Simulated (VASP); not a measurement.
A run of VASP 6.6.1 is set up as follows.

INCAR

```
ALGO     = Normal         # electronic algorithm
EDIFF    = 1E-6           # SCF threshold, eV
ENCUT    = 520            # plane-wave cutoff, eV
ISIF     = 2              # what is computed and relaxed
ISMEAR   = 0              # smearing method
LASPH    = T              # aspherical terms in the spheres
LCHARG   = F              # write CHGCAR
LREAL    = F              # projectors in reciprocal space
LWAVE    = F              # write WAVECAR
NBANDS   = 16             # bands
NELM     = 80             # most SCF steps
PREC     = Accurate       # precision mode
SIGMA    = 0.03           # smearing width, eV
```

Contents of KPOINTS:

```
k-points
0
Gamma
  12 12 6
```

The input POSCAR:

```
Si
1.0
    3.8313174605      0.0000000000      0.0000000000
   -1.9156587303      3.1935925664      0.0000000000
    0.0000000000      0.0000000000      6.3326220002
Si
4
Direct
    0.3333333333      0.6666666667      0.0630095000
    0.6666666667      0.3333333333      0.5630095000
    0.3333333333      0.6666666667      0.4369905000
    0.6666666667      0.3333333333      0.9369905000
```

Potentials or basis: VASP PAW LDA potentials, release 64 (Si).

The run is started by

```sh
$ cat potpaw_LDA.64/Si/POTCAR > POTCAR
$ mpirun -np 1 vasp_std > vasp.out
```

(1) Predict the largest force.

(2) Predict the band gap on the k mesh.

(3) Predict the pressure.

Answers

(1) 0.445 eV/Å.

(2) zero (bands 8 and 9 overlap by 0.02 eV).

(3) 1.8 GPa.

Caveat: the cell differs from its parent crystal (strain -0.0375 x Voigt [0, 1, 0, 0, 0, 0]); semilocal functionals underestimate gaps, so a narrow gap can read as zero.
